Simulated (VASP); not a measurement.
A run of VASP 6.6.1 is set up as follows.

The input INCAR:

```
PREC = Accurate
ENCUT = 520
EDIFF = 1E-6
ISMEAR = 0
SIGMA = 0.15
LREAL = F
LASPH = T
NELM = 80
ALGO = Normal
ISIF = 2
LWAVE = F
LCHARG = F
GGA = CA
NBANDS = 8
```

File KPOINTS:

```
regular mesh
0
Gamma
  24 24 20
```

File POSCAR:

```
Si
1.0
    2.4895156742      0.0000000000      0.0000000000
   -1.2447578371      2.1559838169      0.0000000000
    0.0000000000      0.0000000000      2.3430366705
Si
1
Direct
    0.0000000000      0.0000000000      0.0000000000
```

Potentials or basis: VASP PAW LDA potentials, release 64 (Si).

Command:

```sh
$ cat potpaw_LDA.64/Si/POTCAR > POTCAR
$ mpirun -np 1 vasp_std > vasp.out
```

What does it give for the pressure?

24.0 GPa.

Predict the band gap on the k mesh.

zero (bands 2 and 3 overlap by 12.97 eV).

Stress tensor (GPa, compression positive):
```
22.80  0.00  0.00
 0.00 22.80  0.00
 0.00  0.00 26.27
```

Caveat: the cell differs from its parent crystal (strain -0.050 along x and y, -0.050 along z); the cell stands under pressure.
